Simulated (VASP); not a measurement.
Runs of VASP 6.6.1 on AgCl (Chlorargyrite). The structure is that of space group Fm-3m (No. 225), or close to it. The cells are those of the table. 

| cell | gap on the mesh (eV) | pressure (GPa) |
| --- | --- | --- |
| a = 3.944 Å, angles 60.0°, 2 atoms | 0.91 | 0.7 |
| a = 3.893 Å, angles 60.0°, 2 atoms | 0.90 | (a) |
| a = 3.868 Å, angles 60.0°, 2 atoms | 0.90 | 3.8 |
| a = 3.842 Å, angles 60.0°, 2 atoms | 0.90 | (b) |
| a = 3.816 Å, angles 60.0°, 2 atoms | 0.90 | 6.6 |

Alike in all rows: task single point; level PBE; potentials or basis VASP PAW PBE potentials, release 64 (Ag, Cl); no spin polarisation; k mesh 6 × 6 × 6; cutoff (eV) 500; smearing methfessel-paxton 0.01 eV.

Problem. Fill in the values left out.

Solution. (a) 2.6; (b) 5.1.

A k mesh can miss the band edges, and the runs leave out spin-orbit coupling on Ag.
